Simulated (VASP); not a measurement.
# AsPt (F-43m) in VASP: single point with PBE

Aim: the single point of AsPt with PBE.

Everything below comes from runs of VASP 6.6.1. Logs are shortened: lines on timing, memory, paths and dates and some standing lists are left out, and cuts for length are marked.

**1. The cell of the first run**

It takes space group F-43m (No. 216, cubic). Conventional cell: a = 5.626 Å, b = 5.626 Å, c = 5.626 Å, α = 90.00°, β = 90.00°, γ = 90.00°. Pt (site symmetry -43m) has 4 As at 2.44 Å within 3.2 Å. Within 3.2 Å of As (site symmetry -43m) lie 4 Pt at 2.44 Å.

**2. Single point, PBE**

POSCAR reads:

```
AsPt
1.0
    0.0000000000      2.8129469837      2.8129469837
    2.8129469837      0.0000000000      2.8129469837
    2.8129469837      2.8129469837      0.0000000000
Pt As
1 1
Direct
    0.0000000000      0.0000000000      0.0000000000
    0.2500000000      0.2500000000      0.2500000000
```

INCAR.step1 reads:

```
PREC = Accurate
ENCUT = 520
EDIFF = 1E-6
ISMEAR = 0
SIGMA = 0.05
LREAL = F
LASPH = T
NELM = 80
ALGO = Normal
ISIF = 2
LWAVE = F
LCHARG = T
LMAXMIX = 4
GGA = PE
NBANDS = 14
```

KPOINTS.step1 reads:

```
Automatic mesh
0
Gamma
  12 12 12
```

INCAR.step2 reads:

```
PREC = Accurate
ENCUT = 520
EDIFF = 1E-6
ISMEAR = -5
SIGMA = 0.05
LREAL = F
LASPH = T
NELM = 80
ALGO = Normal
ISIF = 2
LWAVE = F
LCHARG = F
LMAXMIX = 4
GGA = PE
LORBIT = 11
NBANDS = 14
NEDOS = 1001
ICHARG = 11
```

KPOINTS.step2 reads:

```
Automatic mesh
0
Gamma
  18 18 18
```

Potentials or basis: VASP PAW PBE potentials, release 64 (Pt, As).

Started as:

```
$ cat potpaw_PBE.64/Pt/POTCAR potpaw_PBE.64/As/POTCAR > POTCAR
$ cp INCAR.step1 INCAR
$ cp KPOINTS.step1 KPOINTS
$ mpirun -np 1 vasp_std > vasp.out
$ cp INCAR.step2 INCAR
$ cp KPOINTS.step2 KPOINTS
$ mpirun -np 1 vasp_std > vasp.out
```

OUTCAR:

```text
PREC = Accurate
   ENCUT = 520
   EDIFF = 1E-6
   ISMEAR = -5
   LREAL = F
   LASPH = T
   NELM = 80
   ISIF = 2
   GGA = PE
   LORBIT = 11
   ICHARG = 11

 ion  position               nearest neighbor table
   1  0.000  0.000  0.000-   2 2.44   2 2.44   2 2.44   2 2.44
   2  0.250  0.250  0.250-   1 2.44   1 2.44   1 2.44   1 2.44

  LATTYP: Found a face centered cubic cell.
 ALAT       =     5.6258939674

  Lattice vectors:

 A1 = (   0.0000000000,   2.8129469837,   2.8129469837)
 A2 = (   2.8129469837,   0.0000000000,   2.8129469837)
 A3 = (   2.8129469837,   2.8129469837,   0.0000000000)

Analysis of symmetry for initial positions (statically):
=====================================================================
 Subroutine PRICEL returns:
 Original cell was already a primitive cell.

 Routine SETGRP: Setting up the symmetry group for a
 face centered cubic supercell.

 Subroutine GETGRP returns: Found 24 space group operations
 (whereof 24 operations were pure point group operations)
 out of a pool of 48 trial point group operations.

The static configuration has the point symmetry T_d .

Analysis of symmetry for dynamics (positions and initial velocities):
=====================================================================
 Subroutine PRICEL returns:
 Original cell was already a primitive cell.

 Routine SETGRP: Setting up the symmetry group for a
 face centered cubic supercell.

 Subroutine GETGRP returns: Found 24 space group operations
 (whereof 24 operations were pure point group operations)
 out of a pool of 48 trial point group operations.

The dynamic configuration has the point symmetry T_d .

 Subroutine INISYM returns: Found 24 space group operations
 (whereof 24 operations are pure point group operations),
 and found     1 'primitive' translations

----------------------------------------------------------------------------------------

                                     Primitive cell

  volume of cell :      44.5158

  direct lattice vectors                    reciprocal lattice vectors
     0.000000000  2.812946984  2.812946984    -0.177749528  0.177749528  0.177749528
     2.812946984  0.000000000  2.812946984     0.177749528 -0.177749528  0.177749528
     2.812946984  2.812946984  0.000000000     0.177749528  0.177749528 -0.177749528

  length of vectors
     3.978107775  3.978107775  3.978107775     0.307871214  0.307871214  0.307871214

  position of ions in fractional coordinates (direct lattice)
     0.000000000  0.000000000  0.000000000
     0.250000000  0.250000000  0.250000000

  ion indices of the primitive-cell ions
   primitive index   ion index
                 1           1
                 2           2

----------------------------------------------------------------------------------------

 KPOINTS: Automatic mesh

Automatic generation of k-mesh.
 Grid dimensions read from file:
 generate k-points for:   18   18   18

 Generating k-lattice:

  Cartesian coordinates                     Fractional coordinates (reciprocal lattice)
    -0.009874974  0.009874974  0.009874974     0.055555556  0.000000000  0.000000000
     0.009874974 -0.009874974  0.009874974     0.000000000  0.055555556  0.000000000
     0.009874974  0.009874974 -0.009874974     0.000000000  0.000000000  0.055555556

  Length of vectors
     0.017103956  0.017103956  0.017103956

  Shift w.r.t. Gamma in fractional coordinates (k-lattice)
     0.000000000  0.000000000  0.000000000

 TETIRR: Found    806 inequivalent tetrahedra from    34992

 Subroutine IBZKPT returns following result:
 ===========================================

 Found    195 irreducible k-points:

 Following reciprocal coordinates:
            Coordinates               Weight
  0.000000  0.000000  0.000000      1.000000
  0.055556  0.000000  0.000000      8.000000
  0.111111  0.000000  0.000000      8.000000
  0.166667  0.000000  0.000000      8.000000
  0.222222  0.000000  0.000000      8.000000
  0.277778  0.000000  0.000000      8.000000
[... 16 lines left out ...]
 -0.277778  0.055556  0.000000     24.000000
 -0.222222  0.055556  0.000000     24.000000
 [... further k-points ...]
   k-points           NKPTS =    195   k-points in BZ     NKDIM =    195   number of bands    NBANDS=     14
   number of dos      NEDOS =   1001   number of ions     NIONS =      2
   total plane-waves  NPLWV =  27000
   dimension x,y,z NGX =    30 NGY =   30 NGZ =   30
   dimension x,y,z NGXF=    60 NGYF=   60 NGZF=   60
   ions per type =               1   1
   NGX,Y,Z   is equivalent  to a cutoff of  12.54, 12.54, 12.54 a.u.
   NGXF,Y,Z  is equivalent  to a cutoff of  25.07, 25.07, 25.07 a.u.
 SYSTEM =  unknown system
   PREC   = accura    normal or accurate (medium, high low for compatibility)
   ISTART =      0    job   : 0-new  1-cont  2-samecut
   ICHARG =     11    charge: 1-file 2-atom 10-const
   ISPIN  =      1    spin polarized calculation?
   LNONCOLLINEAR =      F non collinear calculations
   LSORBIT =      F    spin-orbit coupling
   LASPH  =      T    aspherical Exc in radial PAW
   ENCUT  =  520.0 eV  38.22 Ry    6.18 a.u.   7.40  7.40  7.40*2*pi/ulx,y,z
   NELM   =     80;   NELMIN=  2; NELMDL=  0     # of ELM steps
   EDIFF  = 0.1E-05   stopping-criterion for ELM
   LREAL  =      F    real-space projection
   EDIFFG = 0.1E-04   stopping-criterion for IOM
   NSW    =      0    number of steps for IOM
   IBRION =     -1    ionic relax: 0-MD 1-quasi-New 2-CG
   NFREE  =      0    steps in history (QN), initial steepest desc. (CG)
   ISIF   =      2    stress and relaxation
   ISYM   =      2    0-nonsym 1-usesym 2-fastsym
   POTIM  = 0.5000    time-step for ionic-motion
   TEBEG  =    0.0;   TEEND  =   0.0 temperature during run
   PSTRESS=    0.0 pullay stress
   NELECT =      15.0000    total number of electrons
   NUPDOWN=      -1.0000    fix difference up-down
   EMIN   =  10.00;   EMAX   =-10.00  energy-range for DOS
   EFERMI =   0.00;   METHOD = LEGACY
   ISMEAR =    -5;   SIGMA  =   0.05  broadening in eV -4-tet -1-fermi 0-gaus
   EFERMI_NEDOS =   21; number of points for ismear=-14 and -15
   IALGO  =     38    algorithm
   IMIX   =      4    mixing-type and parameters
     AMIX     =   0.40;   BMIX     =  1.00
     AMIX_MAG =   1.60;   BMIX_MAG =  1.00
  volume/ion in A,a.u.               =      22.26       150.20
  Fermi-wavevector in a.u.,A,eV,Ry     =   1.139201  2.152778 17.657355  1.297779
  Thomas-Fermi vector in A             =   2.275905
   LORBIT       =     11    0 simple, 1 ext, 2 COOP (PROOUT), +10 PAW based schemes
   GGA     = PE    functional components
   LHFCALC =     F    Hartree Fock is set to
   AEXX    =    0.0000 exact exchange contribution
   IVDW    =     0    specifies the selected vdW correction
   LEPSILON=     F    determine dielectric tensor
   LRPA    =     F    only Hartree local field effects (RPA)
 non-spin polarized calculation
 Fermi weights with tetrahedron method with Bloechl corrections
  energy-cutoff  :      520.00
  volume of cell :       44.52
 maximum number of plane-waves:      1243
 NGX is ok and might be reduce to    30

 number of electron      15.0000002 magnetization

 Free energy of the ion-electron system (eV)
  ---------------------------------------------------
  ext. energy  EPLUGINS =         0.00000000
  ---------------------------------------------------
  free energy    TOTEN  =       -11.05278350 eV

  energy without entropy =      -11.05278350  energy(sigma->0) =      -11.05278350

 E-fermi :   5.4755     XC(G=0): -10.2342

 val. band max:        5.4925547791   @ k =   0.4444   0.2778   0.0000
 cond. band min:       5.4097331567   @ k =  -0.2222   0.2222   0.0000
 fundamental gap:     -0.0828216224
 Fermi energy:         5.4755156282

 k-point     1 :       0.0000    0.0000    0.0000
  band No.  band energies     occupation
      1      -7.3002      2.00000
      2       0.2270      2.00000
      3       0.2270      2.00000
      4       0.2270      2.00000
      5       2.2719      2.00000
      6       2.2719      2.00000
      7       7.7916      0.00000
      8       9.3010      0.00000
      9       9.3010      0.00000
     10       9.3010      0.00000
     11      12.4028      0.00000
     12      12.4028      0.00000
     13      12.4028      0.00000
     14      16.3589      0.00000

 k-point     2 :       0.0556    0.0000    0.0000
  band No.  band energies     occupation
      1      -7.2714      2.00000
      2       0.2039      2.00000
      3       0.2408      2.00000
      4       0.2408      2.00000
      5       2.2671      2.00000
      6       2.2671      2.00000
      7       7.7106      0.00000
      8       9.2131      0.00000
      9       9.2239      0.00000
     10       9.2239      0.00000
     11      12.3535      0.00000
     12      12.4841      0.00000
     13      12.4841      0.00000
     14      16.6406      0.00000
[... 343 lines left out ...]
      1      -6.6095      2.00000
      2      -0.0848      2.00000
      3       0.4944      2.00000
      4       0.5017      2.00000
      5       2.2222      2.00000
      6       2.3469      2.00000
      7       4.6605      2.00607
      8       7.3779      0.00000
      9       8.0611      0.00000
     10       9.5453      0.00000
     11      13.2892      0.00000
     12      13.4978      0.00000
     13      13.5146      0.00000
     14      16.8849      0.00000

 k-point    24 :      -0.2222    0.0556    0.0000
  band No.  band energies     occupation
      1      -6.8006      2.00000
      2      -0.0536      2.00000
      3       0.4310      2.00000
      4       0.4482      2.00000
      5       2.1953      2.00000
      6       2.3100      2.00000
      7       5.5361      0.82682
      8       7.6722      0.00000
      9       8.4396      0.00000
     10       9.5123      0.00000
     11      12.7774      0.00000
     12      13.2636      0.00000
     13      13.3761      0.00000
     14      17.0395      0.00000

 [... further k-points ...]

------------------------ aborting loop because EDIFF is reached ----------------------------------------

  FORCE on cell =-STRESS in cart. coord.  units (eV):
  Direction    XX          YY          ZZ          XY          YZ          ZX
  --------------------------------------------------------------------------------------
  -------------------------------------------------------------------------------------
  Total        0.0057041      0.0057041      0.0057041      0.0000000     -0.0000000      0.0000000
  in kB        0.2052963      0.2052963      0.2052963      0.0000000     -0.0000000      0.0000000
  external PRESSURE =       0.2052963 kB  Pullay stress =       0.0000000 kB

 VOLUME and BASIS-vectors are now :
 -----------------------------------------------------------------------------
  energy-cutoff  :      520.00
  volume of cell :       44.52
      direct lattice vectors                 reciprocal lattice vectors
     0.000000000  2.812946984  2.812946984    -0.177749528  0.177749528  0.177749528
     2.812946984  0.000000000  2.812946984     0.177749528 -0.177749528  0.177749528
     2.812946984  2.812946984  0.000000000     0.177749528  0.177749528 -0.177749528

 POSITION                                       TOTAL-FORCE (eV/Angst)
 -----------------------------------------------------------------------------------
      0.00000      0.00000      0.00000        -0.000000      0.000000     -0.000000
      1.40647      1.40647      1.40647         0.000000     -0.000000      0.000000
 -----------------------------------------------------------------------------------
    total drift:                                0.000000      0.000000      0.000000

  FREE ENERGIE OF THE ION-ELECTRON SYSTEM (eV)
  ---------------------------------------------------
  free  energy   TOTEN  =       -11.0527835049 eV

  energy  without entropy=      -11.0527835049  energy(sigma->0) =      -11.05278350

 total charge

# of ion       s       p       d       tot
------------------------------------------
    1        0.741   0.504   8.137   9.382
    2        1.231   1.407   0.097   2.735
--------------------------------------------------
tot          1.972   1.911   8.234  12.117
```

Run time: 47 s. Hardware: 1 thread of Intel Xeon 6975P-C (Granite Rapids), shared host; peak memory 0.27 GiB.

What came out:

- Valence electrons inside the program's atomic spheres: Pt 9.38; As 2.73

Caveat: spin-orbit coupling is left out, which moves the levels of the heavy elements; tetrahedron occupations give inexact forces and stress in metals.
